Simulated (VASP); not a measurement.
The system is Al.

```
Al
1.0
     2.81246    0.00000    0.00000
    -1.40623    2.43566    0.00000
     0.00000    0.00000    4.86685
Al
2
Direct
  0.33333 0.66667 0.25000
  0.66667 0.33333 0.75000
```

| Quantity | Value |
| --- | --- |
| Program | VASP 6.6.1 |
| Task | relaxation of cell and atoms |
| Functional | revPBE |
| Dispersion | D4 |
| Potentials or basis | VASP PAW PBE potentials, release 64 (Al) |
| Cutoff | 600 eV |
| k mesh | 11 × 11 × 6 |
| Occupations | fermi-dirac, width 0.05 eV |
| Spin | no spin polarisation |

At the start: pressure -4.2 GPa; volume 16.67 Å³/atom.

Q: Where does the relaxation end?

A: Over 7 steps the energy falls by 23.5 meV/atom and the volume is 15.72 Å³/atom (-5.7 %); space group P6_3/mmc (No. 194, to 0.05 Å).

Step by step:
```csv
step,energy change (eV),largest force (eV/Å),pressure (GPa),volume (Å³)
1,0.0000,0.0000,-4.17,33.34
2,-0.0398,0.0000,0.59,31.28
3,-0.0401,0.0000,1.10,31.10
4,-0.0456,0.0000,0.83,31.16
5,-0.0462,0.0000,0.87,31.15
6,-0.0470,0.0000,-0.19,31.52
7,-0.0470,0.0000,0.00,31.45
```

Final structure:
```
Al
1.0
     2.80074    0.00000    0.00000
    -1.40037    2.42551    0.00000
     0.00000    0.00000    4.62950
Al
2
Direct
  0.33333 0.66667 0.25000
  0.66667 0.33333 0.75000
```

Caveat: the PAW data sets were made with another functional, which shifts forces and pressure a little; pairwise dispersion overbinds metals, which lowers pressure and volume.
